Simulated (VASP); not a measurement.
Input of a VASP 6.6.1 run:

The input INCAR:

```
PREC = Accurate ; ENCUT = 500
EDIFF = 1E-6 ; ISMEAR = 0
SIGMA = 0.1 ; LREAL = F
LASPH = T ; NELM = 200
ALGO = Normal ; ISIF = 2
LWAVE = F ; LCHARG = F
GGA = PE ; NBANDS = 47
GGA_COMPAT = F ; LMAXMIX = 6
```

File KPOINTS:

```
regular mesh
0
Gamma
  3 3 4
```

The input POSCAR:

```
Dy3Hf
1.0
    6.3712929900      0.0000000000      0.0000000000
   -3.1856465000      5.5177015900      0.0000000000
    0.0000000000      0.0000000000      4.7436471600
Dy Hf
6 2
Direct
    0.8329999900      0.6659999800      0.2500000000
    0.1670000100      0.8329999900      0.7500000000
    0.3340000200      0.1670000100      0.2500000000
    0.1670000100      0.3340000200      0.7500000000
    0.8329999900      0.1670000100      0.2500000000
    0.6659999800      0.8329999900      0.7500000000
    0.3333333300      0.6666666700      0.2500000000
    0.6666666700      0.3333333300      0.7500000000
```

Potentials or basis: VASP PAW PBE potentials, release 64 (Dy_3, Hf_pv), 4f in core.

Run with:

```sh
$ cat potpaw_PBE.64/Dy_3/POTCAR potpaw_PBE.64/Hf_pv/POTCAR > POTCAR
$ mpirun -np 1 vasp_std > vasp.out
```

Problem. Estimate the pressure.

Solution. 29.7 GPa.

Problem. Predict the largest force.

Solution. 0.442 eV/Å.

Problem. Predict the band gap on the k mesh.

Solution. Zero (bands 37 and 38 overlap by 1.43 eV).

Forces in eV/Å, atoms in the order of the input:
```
Dy   0.000 -0.442  0.000
Dy   0.383 -0.221  0.000
Dy   0.383  0.221  0.000
Dy   0.000  0.442  0.000
Dy  -0.383  0.221  0.000
Dy  -0.383 -0.221  0.000
Hf   0.000  0.000  0.000
Hf   0.000  0.000  0.000
```

Caveat: the k points lie up to 0.38 Å⁻¹ apart, too coarse for converged energies and pressures of a metal; spin-orbit coupling is left out, which moves the levels of the heavy elements; the 4f electrons are frozen in the core, so they carry no moment and show no levels. Spin polarisation is off, so any magnetic state and its effect on volume and gap are missing.
